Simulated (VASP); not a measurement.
Runs of VASP 6.6.1 on GaO. The structure is that of space group P-6m2 (No. 187), or close to it. The cells are those of the table. 

| task | cell | k mesh | cutoff (eV) | smearing | gap on the mesh (eV) | pressure (GPa) | largest force (eV/Å) |
| --- | --- | --- | --- | --- | --- | --- | --- |
| single point | a = 3.101, b = 3.101, c = 14.550 Å, angles 90.0, 90.0, 120.0°, 8 atoms | 12 × 12 × 2 | 520 | gaussian 0.02 eV | 1.28 | 0.5 | 0.05 |
| single point | a = 3.101, b = 3.101, c = 14.663 Å, angles 90.0, 90.0, 120.0°, 8 atoms | 12 × 12 × 2 | 520 | gaussian 0.01 eV | 1.30 | 0.5 | 0.05 |
| relaxation of cell and atoms | relaxed from a = 3.075, b = 3.075, c = 13.077 Å, angles 90.0, 90.0, 120.0°, 8 atoms | 6 × 6 × 2 | 600 | gaussian 0.1 eV | 1.11 | 0.0 | 0.03 |
| single point | a = 3.105, b = 3.105, c = 14.071 Å, angles 90.0, 90.0, 120.0°, 8 atoms | 6 × 6 × 2 | 520 | gaussian 0.1 eV | (b) | (a) | 0.07 |

Alike in all rows: level PBE; potentials or basis VASP PAW PBE potentials, release 64 (Ga_d, O); no spin polarisation.

Q: Estimate the missing entries.

A: (a) 0.4; (b) 1.20.

Caveats: the relaxation stopped at a loose force limit of 0.05 eV/Å, so its end isn't a converged minimum (some runs).

A k mesh can miss the band edges, and the runs leave out spin-orbit coupling on Ga.
